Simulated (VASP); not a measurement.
## Ge: single point with PBE

Ge:

```
CELL_PARAMETERS angstrom
6.00804 0.00000 0.00000
0.00000 6.00804 0.00000
0.00000 0.00000 7.07185
ATOMIC_POSITIONS crystal
Ge 0.08815 0.08815 0.00000
Ge 0.41185 0.58815 0.75000
Ge 0.91185 0.91185 0.50000
Ge 0.58815 0.41185 0.25000
Ge 0.17183 0.36993 0.25440
Ge 0.13007 0.67183 0.00440
Ge 0.82817 0.63007 0.75440
Ge 0.86993 0.32817 0.50440
Ge 0.67183 0.13007 0.99560
Ge 0.63007 0.82817 0.24560
Ge 0.32817 0.86993 0.49560
Ge 0.36993 0.17183 0.74560
```

```
Program                : VASP 6.6.1
Task                   : single point
Functional             : PBE
Potentials or basis    : VASP PAW PBE potentials, release 64 (Ge_d)
Cutoff                 : 500 eV
k mesh                 : 8 × 8 × 7
Occupations            : fermi-dirac, width 0.02 eV
Spin                   : no spin polarisation
Dipole correction      : no
Further INCAR settings : ALGO = Normal; EDIFF = 1e-06; NBANDS = 96
```

```
Pressure               : 0.5 GPa
Largest force          : 0.018 eV/Å
Band gap on the k mesh : 0.45 eV
```

Forces on the atoms (eV/Å):
```
Ge  -0.001 -0.001  0.000
Ge   0.001 -0.001  0.000
Ge   0.001  0.001  0.000
Ge  -0.001  0.001  0.000
Ge  -0.013  0.011  0.004
Ge  -0.011 -0.013  0.004
Ge   0.013 -0.011  0.004
Ge   0.011  0.013  0.004
Ge  -0.013 -0.011 -0.004
Ge  -0.011  0.013 -0.004
Ge   0.013  0.011 -0.004
Ge   0.011 -0.013 -0.004
```

Stress tensor (GPa, compression positive):
```
0.45 0.00 0.00
0.00 0.45 0.00
0.00 0.00 0.57
```

Levels at points of the mesh, in eV from the valence-band top:
```
           k point  band 81  band 82  band 83  band 84  band 85  band 86  band 87  band 88
(0.00, 0.00, 0.00)    -0.96    -0.90    -0.90    -0.18     1.45     1.67     1.67     2.59
(0.50, 0.00, 0.00)    -0.54    -0.54    -0.06    -0.06     1.16     1.16     2.13     2.13
(0.50, 0.50, 0.00)    -0.32    -0.32    -0.07    -0.07     1.05     1.05     1.52     1.52
```

It took 6.1 min on 4 MPI ranks on Intel(R) Xeon(R) Platinum 8488C (Sapphire Rapids), on a shared host, peak memory 0.94 GiB a rank.

A k mesh can miss the band edges.
